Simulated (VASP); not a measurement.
Set up this calculation in VASP 6.6.1, as the native input.

```
Task                   : electric field gradients
Functional             : LDA
Potentials or basis    : VASP PAW LDA potentials, release 64 (Al, N)
Cutoff                 : 520 eV
k mesh                 : 12 × 12 × 12
Occupations            : fermi-dirac, width 0.01 eV
Spin                   : no spin polarisation
Dipole correction      : no
Further INCAR settings : ALGO = Normal; EDIFF = 1e-08; NBANDS = 11
```

The structure of AlN lies in POSCAR:

```
AlN
1.0
    0.0000000000      2.0040293008      2.0040293008
    2.0040293008      0.0000000000      2.0040293008
    2.0040293008      2.0040293008      0.0000000000
Al N
1 1
Direct
    0.0000000000      0.0000000000      0.0000000000
    0.5000000000      0.5000000000      0.5000000000
```

This cell differs from its parent crystal: volume scaled by 1.04.

One way to write it, as run:

INCAR

```
SYSTEM = AlN
ALGO = Normal
EDIFF = 1E-8
ENCUT = 520
ISIF = 2
ISMEAR = -1
LASPH = .TRUE.
LCHARG = .FALSE.
LEFG = .TRUE.
LREAL = .FALSE.
LWAVE = .FALSE.
NBANDS = 11
NELM = 100
PREC = Accurate
SIGMA = 0.01
```

KPOINTS

```
k-points
0
G
  12 12 12
  0 0 0
```

Potentials or basis: VASP PAW LDA potentials, release 64 (Al, N).

The run is started by

```sh
$ cat potpaw_LDA.64/Al/POTCAR potpaw_LDA.64/N/POTCAR > POTCAR
$ mpirun -np 1 vasp_std > vasp.out
```

Results of the run:

```json
{
  "Pressure": "1.3 GPa",
  "Band gap on the k mesh": "4.72 eV, indirect (least direct gap 6.16 eV)"
}
```

Caveat: without QUAD_EFG the Cq values of the log hold for a quadrupole moment of 1 mb, not for the nuclei.

It took 6.5 s on 1 thread of Intel(R) Xeon(R) Platinum 8488C (Sapphire Rapids), with other jobs on the host, peak memory 0.13 GiB.
